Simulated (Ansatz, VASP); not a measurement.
One calculation of Pd, two programs

```
Pd
1.0
     2.79892    0.00000    0.00000
    -1.39946    2.42393    0.00000
     0.00000    0.00000    9.23839
Pd
4
Direct
  0.66667 0.33333 0.75000
  0.00000 0.00000 0.50000
  0.33333 0.66667 0.25000
  0.00000 0.00000 0.00000
```

Change from the starting cell: volume scaled by 1.04.

Alike in both runs: task single point; functional PBEsol; k mesh 11 × 11 × 3; occupations fermi-dirac, width 0.05 eV; no spin polarisation.

```csv
,VASP,Ansatz
version,VASP 6.6.1,Ansatz 0.2.0
potentials or method,"VASP PAW PBE potentials, release 64 (Pd), cutoff 520 eV","all-electron LAPW, scalar-relativistic"
```

```tsv
	VASP	Ansatz	Ansatz less VASP
gap on the k mesh at the Fermi level (eV)	none	none	-
pressure (GPa)	-12.1	-11.9	+0.17
traceless stress, the component that is largest in VASP (GPa)	-0.19	-0.15	+0.042
```

VASP's potentials were made for PBE, not for PBEsol. A gap of «none» marks a metal or a gap that the smearing closes. Ansatz ran all-electron here, and VASP with PAW potentials.
